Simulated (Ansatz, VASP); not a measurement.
# One calculation of BeSe2, two programs

```
Be Se
1.0
     5.00203    0.00000    0.00000
     0.00000    5.00203    0.00000
     0.00000    0.00000    4.86816
Be Se
2 4
Cartesian
  0.0000 0.0000 3.6511
  0.0000 0.0000 1.2170
  1.2919 1.2919 0.0000
  3.7101 3.7101 0.0000
  1.2919 3.7101 2.4341
  3.7101 1.2919 2.4341
```

Alike in both runs: functional PBE; k mesh 3 × 3 × 4; occupations gaussian, width 0.2 eV; no spin polarisation.

Ansatz relaxed the structure, and its values are those at the end. VASP's run is a single point on that final structure, the one shown.

```csv
,VASP,Ansatz
version,VASP 6.6.1,Ansatz 0.2.0
potentials or method,"VASP PAW PBE potentials, release 64 (Be, Se), cutoff 600 eV","scalar-relativistic, plane waves, PAW"
valence electrons in the cell,28,68
```

Ansatz gave:

* gap on the k mesh at the Fermi level (eV): none
* pressure (GPa): 0.0
* rms of the force components (eV/Å): 0.040

Question: Estimate VASP's values.

Answer: gap on the k mesh at the Fermi level (eV): none; pressure (GPa): 0.1; rms of the force components (eV/Å): 0.029.

A gap of «none» marks a metal or a gap that the smearing closes. With one functional, cell and mesh, what is left measures potentials, basis and numerics. VASP's potentials hold 28 valence electrons a cell and Ansatz's 68, so a difference there can come from the potentials and not from the codes.

The k mesh is coarse, so the values compare programs but aren't converged.
